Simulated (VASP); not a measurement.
Wanted: the native input for a VASP 6.6.1 run.

* Task: single point
* Functional: LDA
* Potentials or basis: VASP PAW LDA potentials, release 64 (Ca_sv)
* Cutoff: 520 eV
* k mesh: 16 × 16 × 16
* Occupations: gaussian, width 0.15 eV
* Spin: no spin polarisation
* Dipole correction: no
* Further INCAR settings: ALGO = Normal; EDIFF = 1e-07; NBANDS = 11

The structure of Ca lies in POSCAR:

```
Ca
1.0
   -2.0964874600      2.1017318100      2.4453524600
    2.0964874600     -2.1017318100      2.4453524600
    2.0964874600      2.1017318100     -2.4453524600
Ca
1
Direct
    0.5000000000      0.5000000000      0.0000000000
```

One way to write it, as run:

INCAR

```
SYSTEM = Ca
PREC = Accurate
ENCUT = 520
EDIFF = 1E-7
ISMEAR = 0
SIGMA = 0.15
LREAL = .FALSE.
LASPH = .TRUE.
NELM = 100
ALGO = Normal
ISIF = 2
LWAVE = .FALSE.
LCHARG = .FALSE.
GGA = CA
NBANDS = 11
```

KPOINTS

```
regular mesh
0
G
  16 16 16
  0 0 0
```

Potentials or basis: VASP PAW LDA potentials, release 64 (Ca_sv).

Command:

```bash
$ cat potpaw_LDA.64/Ca_sv/POTCAR > POTCAR
$ mpirun -np 1 vasp_std > vasp.out
```

Results of the run:

The pressure is -2.0 GPa and the band gap on the k mesh is zero (band 5 reaches 1.98 eV, above the bottom of band 6 at 1.64 eV).

Wall time 100 s on 1 thread of Intel(R) Xeon(R) 6975P-C (Granite Rapids), on a shared host, peak memory 0.38 GiB.
